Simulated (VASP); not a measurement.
# NiO (I4/mmm) in VASP: further runs

Runs on NiO. Level: r2SCAN. Tasks: single point.

All numbers are computed with VASP 6.6.1; they aren't measurements. Logs are shortened: lines on timing, memory, paths and dates and some standing lists are left out, and cuts for length are marked.

### Step 1. The cell of the first run

Symmetry: I4/mmm, No. 139, tetragonal system. Conventional cell: a = 3.006 Å, b = 3.006 Å, c = 3.937 Å, α = 90.00°, β = 90.00°, γ = 90.00°. Ni (site symmetry 4/mmm) has 6 O at 1.97 to 2.13 Å within 2.6 Å. Within 2.6 Å of O (site symmetry 4/mmm) lie 6 Ni at 1.97 to 2.13 Å.

### Step 2. Single point, r2SCAN, collinear spin, ferromagnetic start (uniaxial strain along c: -6.0 %)

POSCAR reads:

```
NiO
1.0
    2.1257129745      2.1257129745      0.0000000000
   -2.1257129745      2.1257129745      0.0000000000
    0.0000000000      0.0000000000      3.9372811744
Ni O
2 2
Direct
    0.0000000000      0.0000000000      0.0000000000
    0.5000000000      0.5000000000      0.5000000000
    0.5000000000      0.5000000000      0.0000000000
    0.0000000000      0.0000000000      0.5000000000
```

INCAR.step1 reads:

```
ALGO     = Normal         # electronic algorithm
EDIFF    = 1E-4           # SCF threshold, eV
ENCUT    = 520            # plane-wave cutoff, eV
GGA      = PE             # functional
ISMEAR   = 0              # smearing method
ISPIN    = 2              # spin polarisation
LASPH    = True           # aspherical terms in the spheres
LCHARG   = False          # write CHGCAR
LMAXMIX  = 4              # l up to which the mixer works
LREAL    = False          # projectors in reciprocal space
LWAVE    = True           # write WAVECAR
MAGMOM   = 1.84 1.84 0.31 0.31 # initial moments
NBANDS   = 28             # bands
NELM     = 150            # most SCF steps
PREC     = Accurate       # precision mode
SIGMA    = 0.02           # smearing width, eV
```

INCAR.step2 reads:

```
ALGO     = Normal         # electronic algorithm
EDIFF    = 1E-7           # SCF threshold, eV
ENCUT    = 520            # plane-wave cutoff, eV
ISIF     = 2              # what is computed and relaxed
ISMEAR   = 0              # smearing method
ISPIN    = 2              # spin polarisation
ISTART   = 1            
LASPH    = True           # aspherical terms in the spheres
LCHARG   = False          # write CHGCAR
LMAXMIX  = 4              # l up to which the mixer works
LMIXTAU  = True         
LORBIT   = 11             # projections on sites
LREAL    = False          # projectors in reciprocal space
LWAVE    = False          # write WAVECAR
MAGMOM   = 1.84 1.84 0.31 0.31 # initial moments
METAGGA  = R2SCAN         # meta-GGA
NBANDS   = 28             # bands
NELM     = 150            # most SCF steps
PREC     = Accurate       # precision mode
SIGMA    = 0.02           # smearing width, eV
```

KPOINTS reads:

```
k-points
0
Gamma
  10 10 8
```

Potentials or basis: VASP PAW PBE potentials, release 64 (Ni, O).

Command:

```sh
$ cat potpaw_PBE.64/Ni/POTCAR potpaw_PBE.64/O/POTCAR > POTCAR
$ cp INCAR.step1 INCAR
$ mpirun -np 1 vasp_std > vasp.out
$ cp INCAR.step2 INCAR
$ mpirun -np 1 vasp_std > vasp.out
```

OUTCAR:

```text
EDIFF = 1E-7
   ENCUT = 520
   ISIF = 2
   ISMEAR = 0
   ISPIN = 2
   ISTART = 1
   LASPH = True
   LORBIT = 11
   LREAL = False
   METAGGA = R2SCAN
   NELM = 150
   PREC = Accurate

 ion  position               nearest neighbor table
   1  0.000  0.000  0.000-   4 1.97   4 1.97   3 2.13   3 2.13   3 2.13   3 2.13   2 2.90   2 2.90
                             2 2.90   2 2.90   2 2.90   2 2.90   2 2.90   2 2.90
   2  0.500  0.500  0.500-   3 1.97   3 1.97   4 2.13   4 2.13   4 2.13   4 2.13   1 2.90   1 2.90
                             1 2.90   1 2.90   1 2.90   1 2.90   1 2.90   1 2.90
   3  0.500  0.500  0.000-   2 1.97   2 1.97   1 2.13   1 2.13   1 2.13   1 2.13
   4  0.000  0.000  0.500-   1 1.97   1 1.97   2 2.13   2 2.13   2 2.13   2 2.13

  LATTYP: Found a simple tetragonal cell.
 ALAT       =     3.0062121183
 C/A-ratio  =     1.3097150233

  Lattice vectors:

 A1 = (   2.1257129745,   2.1257129745,   0.0000000000)
 A2 = (  -2.1257129745,   2.1257129745,   0.0000000000)
 A3 = (   0.0000000000,   0.0000000000,   3.9372811744)

Analysis of symmetry for initial positions (statically):
=====================================================================
 Subroutine PRICEL returns following result:

  LATTYP: Found a body centered tetragonal cell.
 ALAT       =     3.0062121183
 C/A-ratio  =     1.3097150233
[... 12 lines left out ...]
 Subroutine GETGRP returns: Found 16 space group operations
 (whereof 16 operations were pure point group operations)
 out of a pool of 16 trial point group operations.

The static configuration has the point symmetry D_4h.

Analysis of symmetry for dynamics (positions and initial velocities):
=====================================================================
 Subroutine PRICEL returns following result:

  LATTYP: Found a body centered tetragonal cell.
 ALAT       =     3.0062121183
 C/A-ratio  =     1.3097150233
[... 12 lines left out ...]
 Subroutine GETGRP returns: Found 16 space group operations
 (whereof 16 operations were pure point group operations)
 out of a pool of 16 trial point group operations.

The dynamic configuration has the point symmetry D_4h.

Analysis of structural, dynamic, and magnetic symmetry:
=====================================================================
 Subroutine PRICEL returns following result:

  LATTYP: Found a body centered tetragonal cell.
 ALAT       =     3.0062121183
 C/A-ratio  =     1.3097150233
[... 12 lines left out ...]
 Subroutine GETGRP returns: Found 16 space group operations
 (whereof 16 operations were pure point group operations)
 out of a pool of 16 trial point group operations.

The overall configuration has the point symmetry D_4h.

 Subroutine INISYM returns: Found 16 space group operations
 (whereof 16 operations are pure point group operations),
 and found     2 'primitive' translations

----------------------------------------------------------------------------------------

                                     Primitive cell

  volume of cell :      17.7912

  direct lattice vectors                    reciprocal lattice vectors
     0.000000000 -2.125712974 -1.968640587     0.235215199 -0.235215199 -0.253982369
     0.000000000  2.125712974 -1.968640587     0.235215199  0.235215199 -0.253982369
     2.125712974  0.000000000  1.968640587     0.470430398  0.000000000  0.000000000

  length of vectors
     2.897274825  2.897274825  2.897274825     0.418520517  0.418520517  0.470430398

  position of ions in fractional coordinates (direct lattice)
     0.000000000  0.000000000  0.000000000
     0.500000000  0.500000000  0.000000000

  ion indices of the primitive-cell ions
   primitive index   ion index
                 1           1
                 2           4

----------------------------------------------------------------------------------------

 KPOINTS: k-points

Automatic generation of k-mesh.
 Grid dimensions read from file:
 generate k-points for:   10   10    8

 Generating k-lattice:

  Cartesian coordinates                     Fractional coordinates (reciprocal lattice)
     0.023521520  0.023521520  0.000000000     0.100000000  0.000000000  0.000000000
    -0.023521520  0.023521520  0.000000000     0.000000000  0.100000000  0.000000000
     0.000000000  0.000000000  0.031747796     0.000000000  0.000000000  0.125000000

  Length of vectors
     0.033264452  0.033264452  0.031747796

  Shift w.r.t. Gamma in fractional coordinates (k-lattice)
     0.000000000  0.000000000  0.000000000

 Subroutine IBZKPT returns following result:
 ===========================================

 Found    105 irreducible k-points:

 Following reciprocal coordinates:
            Coordinates               Weight
  0.000000  0.000000  0.000000      1.000000
  0.100000  0.000000  0.000000      4.000000
  0.200000  0.000000  0.000000      4.000000
  0.300000  0.000000  0.000000      4.000000
  0.400000  0.000000  0.000000      4.000000
  0.500000  0.000000  0.000000      2.000000
[... 16 lines left out ...]
  0.100000  0.000000  0.125000      8.000000
  0.200000  0.000000  0.125000      8.000000
 [... further k-points ...]
   k-points           NKPTS =    105   k-points in BZ     NKDIM =    105   number of bands    NBANDS=     28
   number of dos      NEDOS =    301   number of ions     NIONS =      4
   total plane-waves  NPLWV =  17280
   dimension x,y,z NGX =    24 NGY =   24 NGZ =   30
   dimension x,y,z NGXF=    48 NGYF=   48 NGZF=   60
   ions per type =               2   2
   NGX,Y,Z   is equivalent  to a cutoff of  13.27, 13.27, 12.67 a.u.
   NGXF,Y,Z  is equivalent  to a cutoff of  26.54, 26.54, 25.33 a.u.
 SYSTEM =  unknown system
   PREC   = accura    normal or accurate (medium, high low for compatibility)
   ISTART =      1    job   : 0-new  1-cont  2-samecut
   ICHARG =      0    charge: 1-file 2-atom 10-const
   ISPIN  =      2    spin polarized calculation?
   LNONCOLLINEAR =      F non collinear calculations
   LSORBIT =      F    spin-orbit coupling
   LASPH  =      T    aspherical Exc in radial PAW
   ENCUT  =  520.0 eV  38.22 Ry    6.18 a.u.   5.59  5.59  7.32*2*pi/ulx,y,z
   NELM   =    150;   NELMIN=  2; NELMDL=  0     # of ELM steps
   EDIFF  = 0.1E-06   stopping-criterion for ELM
   LREAL  =      F    real-space projection
   EDIFFG = 0.1E-05   stopping-criterion for IOM
   NSW    =      0    number of steps for IOM
   IBRION =     -1    ionic relax: 0-MD 1-quasi-New 2-CG
   NFREE  =      0    steps in history (QN), initial steepest desc. (CG)
   ISIF   =      2    stress and relaxation
   ISYM   =      2    0-nonsym 1-usesym 2-fastsym
   POTIM  = 0.5000    time-step for ionic-motion
   TEBEG  =    0.0;   TEEND  =   0.0 temperature during run
   PSTRESS=    0.0 pullay stress
   NELECT =      32.0000    total number of electrons
   NUPDOWN=      -1.0000    fix difference up-down
   EMIN   =  10.00;   EMAX   =-10.00  energy-range for DOS
   EFERMI =   0.00;   METHOD = LEGACY
   ISMEAR =     0;   SIGMA  =   0.02  broadening in eV -4-tet -1-fermi 0-gaus
   EFERMI_NEDOS =   21; number of points for ismear=-14 and -15
   IALGO  =     38    algorithm
   IMIX   =      4    mixing-type and parameters
     AMIX     =   0.40;   BMIX     =  1.00
     AMIX_MAG =   1.60;   BMIX_MAG =  1.00
  volume/ion in A,a.u.               =       8.90        60.03
  Fermi-wavevector in a.u.,A,eV,Ry     =   1.580203  2.986151 33.974320  2.497042
  Thomas-Fermi vector in A             =   2.680466
   LORBIT       =     11    0 simple, 1 ext, 2 COOP (PROOUT), +10 PAW based schemes
   METAGGA = R2SCAN    functional components
   LHFCALC =     F    Hartree Fock is set to
   AEXX    =    0.0000 exact exchange contribution
   IVDW    =     0    specifies the selected vdW correction
   LEPSILON=     F    determine dielectric tensor
   LRPA    =     F    only Hartree local field effects (RPA)
 spin polarized calculation
 Gauss-broadening in eV      SIGMA  =   0.02
  energy-cutoff  :      520.00
  volume of cell :       35.58
 maximum number of plane-waves:       973
 NGX is ok and might be reduce to    24
   NGX = 11   NGY = 11   NGZ = 15

 number of electron      31.9999966 magnetization       3.9999993

 Free energy of the ion-electron system (eV)
  ---------------------------------------------------
  ext. energy  EPLUGINS =         0.00000000
  ---------------------------------------------------
  free energy    TOTEN  =       -40.04902125 eV

  energy without entropy =      -40.04902125  energy(sigma->0) =      -40.04902125

 E-fermi :   8.3148     XC(G=0): -13.5514

 val. band max:        8.2330083919   @ k =   0.5000   0.0000   0.5000
 cond. band min:       8.4032366103   @ k =   0.0000   0.0000   0.0000
 fundamental gap:      0.1702282184
 Fermi energy:         8.3147949823

 spin component 1

 k-point     1 :       0.0000    0.0000    0.0000
  band No.  band energies     occupation
      1     -13.4963      1.00000
      2     -11.9604      1.00000
      3       1.0084      1.00000
      4       3.3580      1.00000
      5       3.3580      1.00000
      6       3.7445      1.00000
[... 733 lines left out ...]
     27      26.3426      0.00000
     28      29.4826      0.00000

 [... further k-points ...]

 spin component 2

 k-point     1 :       0.0000    0.0000    0.0000
  band No.  band energies     occupation
      1     -12.9563      1.00000
      2     -11.2553      1.00000
      3       1.4457      1.00000
      4       3.9695      1.00000
      5       3.9695      1.00000
      6       4.6596      1.00000
[... 733 lines left out ...]
     27      26.9183      0.00000
     28      30.0276      0.00000

 [... further k-points ...]
[... 5 lines left out ...]
  --------------------------------------------------------------------------------------
  -------------------------------------------------------------------------------------
  Total        0.3556621      0.3556621      6.1166602      0.0000000     -0.0000000      0.0000000
  in kB       16.0144687     16.0144687    275.4160611      0.0000000     -0.0000000      0.0000000
  external PRESSURE =     102.4816662 kB  Pullay stress =       0.0000000 kB

 VOLUME and BASIS-vectors are now :
 -----------------------------------------------------------------------------
  energy-cutoff  :      520.00
  volume of cell :       35.58
      direct lattice vectors                 reciprocal lattice vectors
     2.125712974  2.125712974  0.000000000     0.235215199  0.235215199  0.000000000
    -2.125712974  2.125712974  0.000000000    -0.235215199  0.235215199  0.000000000
     0.000000000  0.000000000  3.937281174     0.000000000  0.000000000  0.253982369

 POSITION                                       TOTAL-FORCE (eV/Angst)
 -----------------------------------------------------------------------------------
      0.00000      0.00000      0.00000         0.000000      0.000000      0.000000
      0.00000      2.12571      1.96864        -0.000000     -0.000000      0.000000
      0.00000      2.12571      0.00000         0.000000      0.000000     -0.000000
      0.00000      0.00000      1.96864        -0.000000     -0.000000      0.000000
 -----------------------------------------------------------------------------------
    total drift:                                0.000000     -0.000000     -0.000000

  FREE ENERGIE OF THE ION-ELECTRON SYSTEM (eV)
  ---------------------------------------------------
  free  energy   TOTEN  =       -40.0490212527 eV

  energy  without entropy=      -40.0490212527  energy(sigma->0) =      -40.04902125

 total charge

# of ion       s       p       d       tot
------------------------------------------
    1        0.353   0.450   8.198   9.001
    2        0.353   0.450   8.198   9.001
    3        1.556   3.515   0.000   5.071
    4        1.556   3.515   0.000   5.071
--------------------------------------------------
tot          3.816   7.931  16.395  28.142

 magnetization (x)

# of ion       s       p       d       tot
------------------------------------------
    1        0.015   0.012   1.660   1.687
    2        0.015   0.012   1.660   1.687
    3        0.029   0.251   0.000   0.281
    4        0.029   0.251   0.000   0.281
--------------------------------------------------
tot          0.088   0.528   3.321   3.936
```

It took 7.4 min on 1 thread of AMD EPYC 9R45 (Zen 5), shared host; peak memory 0.24 GiB.

What came out:

* Free energy: -40.0490 eV
* Pressure: 10.2 GPa
* Band gap on the k mesh: 0.17 eV
* Net moment: 4.00 μB per cell
* Site moments: Ni +1.69; O +0.28 μB
* Valence electrons inside the program's atomic spheres: Ni 9.00; O 5.07

Caveat: the cell differs from its parent crystal (uniaxial strain along c: -6.0 %); the stress differs along the axes, from 2 to 28 GPa; semilocal functionals underestimate gaps, and a narrow one can read as zero; the PAW data sets were made with another functional, which shifts forces and pressure a little. A k mesh can miss the band edges.

### Step 3. Single point, r2SCAN, collinear spin, ferromagnetic start (biaxial strain in the a-b plane: +4.0 %, then relaxed in part)

POSCAR reads:

```
NiO
1.0
    2.1780704369      2.1780704369      0.0000000000
   -2.1780704369      2.1780704369      0.0000000000
    0.0000000000      0.0000000000      4.0839459755
Ni O
2 2
Direct
    0.0000000000      0.0000000000      0.0000000000
    0.5000000000      0.5000000000      0.5000000000
    0.5000000000      0.5000000000      0.0000000000
    0.0000000000      0.0000000000      0.5000000000
```

INCAR.step1 reads:

```
SYSTEM = NiO
PREC = Accurate
ENCUT = 520
ISMEAR = 0
SIGMA = 0.02
LREAL = .False.
LASPH = .True.
NELM = 150
ISPIN = 2
MAGMOM = 1.84 1.84 0.31 0.31
LMAXMIX = 4
NBANDS = 28
GGA = PE
ALGO = Normal
EDIFF = 1E-4
LWAVE = .True.
LCHARG = .False.
```

INCAR.step2 reads:

```
SYSTEM = NiO
PREC = Accurate
ENCUT = 520
EDIFF = 1E-6
ISMEAR = 0
SIGMA = 0.02
LREAL = .False.
LASPH = .True.
NELM = 150
ALGO = Normal
ISIF = 2
LWAVE = .False.
LCHARG = .False.
ISPIN = 2
MAGMOM = 1.84 1.84 0.31 0.31
LORBIT = 11
LMAXMIX = 4
METAGGA = R2SCAN
LMIXTAU = .True.
NBANDS = 28
ISTART = 1
```

KPOINTS reads:

```
regular mesh
0
Gamma
  10 10 8
  0 0 0
```

Potentials or basis: VASP PAW PBE potentials, release 64 (Ni, O).

Command:

```sh
$ cat potpaw_PBE.64/Ni/POTCAR potpaw_PBE.64/O/POTCAR > POTCAR
$ cp INCAR.step1 INCAR
$ mpirun -np 1 vasp_std > vasp.out
$ cp INCAR.step2 INCAR
$ mpirun -np 1 vasp_std > vasp.out
```

Wall time 11 min (1 thread of AMD EPYC 7R13 (Zen 3), shared host); peak memory 0.25 GiB.

Results (log left out):

| Quantity | Value |
| --- | --- |
| Free energy | -40.0916 eV |
| Pressure | -8.5 GPa |
| Band gap on the k mesh | 0.56 eV |
| Net moment | 4.00 μB per cell |
| Site moments | Ni +1.70; O +0.27 μB |
| Valence electrons inside the program's atomic spheres | Ni 8.84; O 5.02 |

Stress tensor (GPa, compression positive):
```
-12.94   0.00   0.00
  0.00 -12.94   0.00
  0.00   0.00   0.41
```

Levels at points of the mesh, in eV from the valence-band top:
Spin up:
```
           k point  band 14  band 15  band 16  band 17  band 18  band 19  band 20  band 21  band 22  band 23
(0.00, 0.00, 0.00)    -2.84    -2.61    -2.61    -2.29    -2.29     1.77     6.34    11.71    11.82    16.37
(0.50, 0.00, 0.00)    -2.10    -2.03    -2.03    -0.73    -0.73     7.16     7.16    10.90    10.90    12.21
(0.50, 0.50, 0.00)    -3.32    -2.40    -2.40    -2.25    -2.25     6.34     6.34    10.77    10.77    12.72
(0.00, 0.00, 0.50)    -2.24    -1.74    -1.74    -1.74    -1.74     5.91     5.91    13.38    13.38    14.33
(0.50, 0.00, 0.50)    -1.94    -0.41    -0.41     0.00     0.00     6.05     6.05    10.22    10.22    13.64
(0.50, 0.50, 0.50)    -2.11    -2.11    -2.11    -1.75    -1.75     8.99     8.99    10.80    10.80    10.80
```
Spin down:
| k point | band 11 | band 12 | band 13 | band 14 | band 15 | band 16 | band 17 | band 18 |
| --- | --- | --- | --- | --- | --- | --- | --- | --- |
| (0.00, 0.00, 0.00) | -1.93 | -1.93 | -1.32 | -1.32 | 0.56 | 0.62 | 1.10 | 1.64 |
| (0.50, 0.00, 0.00) | -1.37 | -1.37 | -1.14 | -1.14 | 1.62 | 1.62 | 2.87 | 2.87 |
| (0.50, 0.50, 0.00) | -1.44 | -1.44 | -1.28 | -1.28 | 1.03 | 1.03 | 1.54 | 1.54 |
| (0.00, 0.00, 0.50) | -0.84 | -0.84 | -0.84 | -0.84 | 0.83 | 0.83 | 1.49 | 1.49 |
| (0.50, 0.00, 0.50) | -1.19 | -1.19 | -0.99 | -0.99 | 2.91 | 2.91 | 3.48 | 3.48 |
| (0.50, 0.50, 0.50) | -1.20 | -1.20 | -1.20 | -1.20 | 1.27 | 1.27 | 2.20 | 2.20 |

Caveat: the cell differs from its parent crystal (biaxial strain in the a-b plane: +4.0 %, then relaxed in part); the stress differs along the axes, from -13 to 0 GPa; semilocal functionals underestimate gaps, and a narrow one can read as zero; the PAW data sets were made with another functional, which shifts forces and pressure a little. A k mesh can miss the band edges.

(Part 1 of 2 ends here.)

The gap in the log of VASP goes by the Fermi energy; the results here count the filled bands.